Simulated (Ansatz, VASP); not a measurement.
**SnSe: VASP beside Ansatz**

```
Sn Se
1.0
     0.00000    3.01043    3.01043
     3.01043    0.00000    3.01043
     3.01043    3.01043    0.00000
Sn Se
1 1
Direct
  0.00000 0.00000 0.00000
  0.50000 0.50000 0.50000
```

Alike in both runs: task electric field gradients; functional PBEsol; k mesh 11 × 11 × 11; occupations fermi-dirac, width 0.05 eV; no spin polarisation.

|  | VASP | Ansatz |
| --- | --- | --- |
| version | VASP 6.6.1 | Ansatz 0.2.0 |
| potentials or method | VASP PAW PBE potentials, release 64 (Sn_d, Se) | PAW with Ansatz's default frozen-core files, scalar-relativistic |
| plane-wave cutoff (eV) | 520 | 420 |
| valence electrons in the cell | 20 | 30 |

```csv
,VASP,Ansatz,Ansatz less VASP
pressure (GPa),-1.8,-1.8,-0.02
```

VASP's potentials were made for PBE, not for PBEsol. The functional is the same, so the differences come from potentials, cutoffs and numerics. VASP's potentials hold 20 valence electrons a cell and Ansatz's 30, so a difference there can come from the potentials and not from the codes.
